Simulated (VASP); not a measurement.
# K2S (Fm-3m) in VASP: notebook

Runs on K2S. Level: PBEsol. Tasks: single point, relaxation of cell and atoms.

Everything below comes from runs of VASP 6.6.1. Logs are shortened: lines on timing, memory, paths and dates and some standing lists are left out, and cuts for length are marked.

**1. The cell of the first run**

It takes space group Fm-3m (No. 225, cubic). The conventional cell has a = 7.137 Å, b = 7.137 Å, c = 7.137 Å, α = 90.00°, β = 90.00°, γ = 90.00°. K (site symmetry -43m) has 4 S at 3.09 Å and 6 K at 3.57 Å within 4.1 Å. Within 4.1 Å of S (site symmetry m-3m) lie 8 K at 3.09 Å.

**2. Single point, PBEsol**

INCAR reads:

```
SYSTEM = K2S
PREC = Accurate ; ENCUT = 500
EDIFF = 1E-6 ; ISMEAR = 0
SIGMA = 0.01 ; LREAL = .FALSE.
LASPH = .TRUE. ; NELM = 120
ALGO = Normal ; ISIF = 2
LWAVE = .FALSE. ; LCHARG = .FALSE.
GGA = PS ; NBANDS = 19
GGA_COMPAT = .FALSE.
```

KPOINTS reads:

```
Automatic mesh
0
G
  6 6 6
  0 0 0
```

POSCAR reads:

```
K2S
1.0
    3.5682885463      3.5682885463      0.0000000000
   -3.5682885463      3.5682885463      0.0000000000
    0.0000000000      3.5682885463      3.5682885463
K S
2 1
Direct
    0.2500000000      0.7500000000      0.5000000000
    0.7500000000      0.2500000000      0.5000000000
    0.0000000000      0.0000000000      0.0000000000
```

Potentials or basis: VASP PAW PBE potentials, release 64 (K_sv, S).

Run with:

```
$ cat potpaw_PBE.64/K_sv/POTCAR potpaw_PBE.64/S/POTCAR > POTCAR
$ mpirun -np 1 vasp_std > vasp.out
```

OUTCAR:

```text
SYSTEM = K2S
   PREC = Accurate
   ENCUT = 500
   EDIFF = 1E-6
   ISMEAR = 0
   LREAL = .FALSE.
   LASPH = .TRUE.
   NELM = 120
   ISIF = 2
   GGA = PS

 ion  position               nearest neighbor table
   1  0.250  0.750  0.500-   3 3.09   3 3.09   3 3.09   3 3.09   2 3.57   2 3.57   2 3.57   2 3.57
                             2 3.57   2 3.57
   2  0.750  0.250  0.500-   3 3.09   3 3.09   3 3.09   3 3.09   1 3.57   1 3.57   1 3.57   1 3.57
                             1 3.57   1 3.57
   3  0.000  0.000  0.000-   2 3.09   1 3.09   1 3.09   2 3.09   1 3.09   2 3.09   2 3.09   1 3.09

  LATTYP: Found a face centered cubic cell.
 ALAT       =     7.1365770926

  Lattice vectors:

 A1 = (   0.0000000000,   3.5682885463,   3.5682885463)
 A2 = (   3.5682885463,   0.0000000000,   3.5682885463)
 A3 = (   3.5682885463,   3.5682885463,   0.0000000000)

Analysis of symmetry for initial positions (statically):
=====================================================================
 Subroutine PRICEL returns:
 Original cell was already a primitive cell.

 Routine SETGRP: Setting up the symmetry group for a
 face centered cubic supercell.

 Subroutine GETGRP returns: Found 48 space group operations
 (whereof 48 operations were pure point group operations)
 out of a pool of 48 trial point group operations.

The static configuration has the point symmetry O_h .

Analysis of symmetry for dynamics (positions and initial velocities):
=====================================================================
 Subroutine PRICEL returns:
 Original cell was already a primitive cell.

 Routine SETGRP: Setting up the symmetry group for a
 face centered cubic supercell.

 Subroutine GETGRP returns: Found 48 space group operations
 (whereof 48 operations were pure point group operations)
 out of a pool of 48 trial point group operations.

The dynamic configuration has the point symmetry O_h .

 Subroutine INISYM returns: Found 48 space group operations
 (whereof 48 operations are pure point group operations),
 and found     1 'primitive' translations

----------------------------------------------------------------------------------------

                                     Primitive cell

  volume of cell :      90.8678

  direct lattice vectors                    reciprocal lattice vectors
     3.568288546  3.568288546  0.000000000     0.140123197  0.140123197 -0.140123197
    -3.568288546  3.568288546  0.000000000    -0.140123197  0.140123197 -0.140123197
     0.000000000  3.568288546  3.568288546     0.000000000  0.000000000  0.280246395
[... 77 lines left out ...]
   EDIFF  = 0.1E-05   stopping-criterion for ELM
   LREAL  =      F    real-space projection
   EDIFFG = 0.1E-04   stopping-criterion for IOM
   NSW    =      0    number of steps for IOM
   IBRION =     -1    ionic relax: 0-MD 1-quasi-New 2-CG
   NFREE  =      0    steps in history (QN), initial steepest desc. (CG)
   ISIF   =      2    stress and relaxation
   ISYM   =      2    0-nonsym 1-usesym 2-fastsym
   POTIM  = 0.5000    time-step for ionic-motion
   TEBEG  =    0.0;   TEEND  =   0.0 temperature during run
   PSTRESS=    0.0 pullay stress
   NELECT =      24.0000    total number of electrons
   NUPDOWN=      -1.0000    fix difference up-down
   EMIN   =  10.00;   EMAX   =-10.00  energy-range for DOS
   EFERMI =   0.00;   METHOD = LEGACY
   ISMEAR =     0;   SIGMA  =   0.01  broadening in eV -4-tet -1-fermi 0-gaus
   EFERMI_NEDOS =   21; number of points for ismear=-14 and -15
   IALGO  =     38    algorithm
   IMIX   =      4    mixing-type and parameters
     AMIX     =   0.40;   BMIX     =  1.00
     AMIX_MAG =   1.60;   BMIX_MAG =  1.00
  volume/ion in A,a.u.               =      30.29       204.40
  Fermi-wavevector in a.u.,A,eV,Ry     =   1.050369  1.984910 15.010972  1.103275
  Thomas-Fermi vector in A             =   2.185369
   LORBIT       =      0    0 simple, 1 ext, 2 COOP (PROOUT), +10 PAW based schemes
   GGA     = PS    functional components
   LHFCALC =     F    Hartree Fock is set to
   AEXX    =    0.0000 exact exchange contribution
   IVDW    =     0    specifies the selected vdW correction
   LEPSILON=     F    determine dielectric tensor
   LRPA    =     F    only Hartree local field effects (RPA)
 non-spin polarized calculation
 Gauss-broadening in eV      SIGMA  =   0.01
  energy-cutoff  :      500.00
  volume of cell :       90.87
 maximum number of plane-waves:      2332
 NGX is ok and might be reduce to    40
   NGX = 19   NGY = 19   NGZ = 19

 number of electron      24.0000002 magnetization

 Free energy of the ion-electron system (eV)
  ---------------------------------------------------
  ext. energy  EPLUGINS =         0.00000000
  ---------------------------------------------------
  free energy    TOTEN  =        -9.81330808 eV

  energy without entropy =       -9.81330808  energy(sigma->0) =       -9.81330808

 E-fermi :   0.0949     XC(G=0):  -7.9335

 val. band max:       -0.0423511345   @ k =   0.5000   0.5000   0.0000
 cond. band min:       2.5025262342   @ k =   0.0000   0.0000   0.0000
 fundamental gap:      2.5448773687
 Fermi energy:         0.0948511350

 k-point     1 :       0.0000    0.0000    0.0000
  band No.  band energies     occupation
      1     -28.8942      2.00000
      2     -28.7633      2.00000
      3     -12.5973      2.00000
      4     -12.5973      2.00000
      5     -12.5973      2.00000
      6     -12.2681      2.00000
[... 329 lines left out ...]
      6     -12.3384      2.00000
[... 11 lines left out ...]
     18       7.7868      0.00000
     19       8.4158      0.00000

------------------------ aborting loop because EDIFF is reached ----------------------------------------

  FORCE on cell =-STRESS in cart. coord.  units (eV):
  Direction    XX          YY          ZZ          XY          YZ          ZX
  --------------------------------------------------------------------------------------
  -------------------------------------------------------------------------------------
  Total        1.1769083      1.1769083      1.1769083      0.0000000      0.0000000      0.0000000
  in kB       20.7512042     20.7512042     20.7512042      0.0000000      0.0000000      0.0000000
  external PRESSURE =      20.7512042 kB  Pullay stress =       0.0000000 kB

 VOLUME and BASIS-vectors are now :
 -----------------------------------------------------------------------------
  energy-cutoff  :      500.00
  volume of cell :       90.87
      direct lattice vectors                 reciprocal lattice vectors
     3.568288546  3.568288546  0.000000000     0.140123197  0.140123197 -0.140123197
    -3.568288546  3.568288546  0.000000000    -0.140123197  0.140123197 -0.140123197
     0.000000000  3.568288546  3.568288546     0.000000000  0.000000000  0.280246395

 POSITION                                       TOTAL-FORCE (eV/Angst)
 -----------------------------------------------------------------------------------
     -1.78414      5.35243      1.78414        -0.000000      0.000000      0.000000
      1.78414      5.35243      1.78414         0.000000     -0.000000     -0.000000
      0.00000      0.00000      0.00000         0.000000     -0.000000      0.000000
 -----------------------------------------------------------------------------------
    total drift:                                0.000000      0.000000      0.000000

  FREE ENERGIE OF THE ION-ELECTRON SYSTEM (eV)
  ---------------------------------------------------
  free  energy   TOTEN  =        -9.8133080817 eV

  energy  without entropy=       -9.8133080817  energy(sigma->0) =       -9.81330808
```

OSZICAR:

```text
N       E                     dE             d eps       ncg     rms          rms(c)
DAV:   1     0.151942048917E+03    0.15194E+03   -0.10833E+04   608   0.107E+03
DAV:   2     0.467575590861E+00   -0.15147E+03   -0.14696E+03   688   0.303E+02
DAV:   3    -0.108785658004E+02   -0.11346E+02   -0.11306E+02  1117   0.641E+01
DAV:   4    -0.111290692025E+02   -0.25050E+00   -0.25037E+00   848   0.898E+00
DAV:   5    -0.111404349844E+02   -0.11366E-01   -0.11365E-01   983   0.129E+00    0.591E+00
DAV:   6    -0.988854120421E+01    0.12519E+01   -0.33165E+00   737   0.759E+00    0.552E+00
DAV:   7    -0.980565421657E+01    0.82887E-01   -0.90778E-01   770   0.335E+00    0.389E+00
DAV:   8    -0.983008424321E+01   -0.24430E-01   -0.30805E-01   688   0.234E+00    0.131E+00
DAV:   9    -0.980956843152E+01    0.20516E-01   -0.11818E-01   686   0.113E+00    0.399E-01
DAV:  10    -0.981350604534E+01   -0.39376E-02   -0.11343E-02   692   0.450E-01    0.180E-01
DAV:  11    -0.981317680743E+01    0.32924E-03   -0.37233E-03   721   0.220E-01    0.110E-01
DAV:  12    -0.981326141914E+01   -0.84612E-04   -0.99748E-04   736   0.100E-01    0.104E-01
DAV:  13    -0.981330594141E+01   -0.44522E-04   -0.31484E-04   685   0.654E-02    0.158E-02
DAV:  14    -0.981330774968E+01   -0.18083E-05   -0.11481E-05   677   0.161E-02    0.808E-03
DAV:  15    -0.981330808171E+01   -0.33203E-06   -0.92216E-07   660   0.394E-03
   1 F= -.98133081E+01 E0= -.98133081E+01  d E =-.276331E-85
```

Run time: 71 s. Hardware: 1 thread of Intel Xeon 8259CL, shared host; peak memory 0.24 GiB.

Results:

| Property | Result |
| --- | --- |
| Free energy | -9.8133 eV |
| Pressure | 2.1 GPa |
| Band gap on the k mesh | 2.54 eV, indirect (least direct gap 2.87 eV) |

Levels at points of the mesh, in eV from the valence-band top:
| k point | band 8 | band 9 | band 10 | band 11 | band 12 | band 13 | band 14 | band 15 | band 16 | band 17 |
| --- | --- | --- | --- | --- | --- | --- | --- | --- | --- | --- |
| (0.00, 0.00, 0.00) | -12.23 | -9.70 | -0.32 | -0.32 | -0.32 | 2.54 | 5.39 | 5.39 | 7.82 | 7.82 |
| (0.50, 0.00, 0.00) | -12.40 | -9.37 | -0.70 | -0.13 | -0.13 | 4.81 | 5.44 | 5.90 | 5.90 | 7.77 |
| (0.50, 0.50, 0.00) | -12.13 | -9.31 | -0.89 | 0.00 | 0.00 | 3.42 | 5.41 | 6.67 | 7.12 | 7.91 |

Caveat: the PAW data sets were made with another functional, which shifts forces and pressure a little. PBEsol gaps usually lie below the measured ones, often by a third to a half.

**3. Single point, PBEsol**

This run uses another cell than the first one, of 32.90 Å³/atom, 1.086 times its volume.

INCAR reads:

```
ALGO     = Normal         # electronic algorithm
EDIFF    = 1E-6           # SCF threshold, eV
ENCUT    = 500            # plane-wave cutoff, eV
GGA      = PS             # functional
GGA_COMPAT= F            
ISIF     = 2              # what is computed and relaxed
ISMEAR   = 0              # smearing method
LASPH    = T              # aspherical terms in the spheres
LCHARG   = F              # write CHGCAR
LREAL    = F              # projectors in reciprocal space
LWAVE    = F              # write WAVECAR
NBANDS   = 19             # bands
NELM     = 120            # most SCF steps
PREC     = Accurate       # precision mode
SIGMA    = 0.01           # smearing width, eV
```

KPOINTS reads:

```
k-points
0
Gamma
  6 6 6
```

POSCAR reads:

```
K2S
1.0
    3.6679106412      3.6679106412      0.0000000000
   -3.6679106412      3.6679106412      0.0000000000
    0.0000000000      3.6679106412      3.6679106412
K S
2 1
Direct
    0.2500000000      0.7500000000      0.5000000000
    0.7500000000      0.2500000000      0.5000000000
    0.0000000000      0.0000000000      0.0000000000
```

Potentials or basis: VASP PAW PBE potentials, release 64 (K_sv, S).

Run with:

```
$ cat potpaw_PBE.64/K_sv/POTCAR potpaw_PBE.64/S/POTCAR > POTCAR
$ mpirun -np 1 vasp_std > vasp.out
```

It took 67 s on 1 thread of Intel Xeon 8259CL, shared host; peak memory 0.24 GiB.

It converged, with:

```yaml
Free_energy: -9.8636 eV
Pressure: 0.1 GPa
Band_gap_on_the_k_mesh: 2.35 eV, indirect (least direct gap 2.57 eV)
```

Levels at points of the mesh, in eV from the valence-band top:
```csv
k point,band 10,band 11,band 12,band 13,band 14,band 15
"(0.00, 0.00, 0.00)",-0.23,-0.23,-0.23,2.35,5.41,5.41
"(0.50, 0.00, 0.00)",-0.65,-0.08,-0.08,4.68,5.06,5.80
"(0.50, 0.50, 0.00)",-0.80,0.00,0.00,3.42,5.28,6.60
```

Caveat: the PAW data sets were made with another functional, which shifts forces and pressure a little. A k mesh can miss the band edges.

(Part 1 of 2 ends here.)
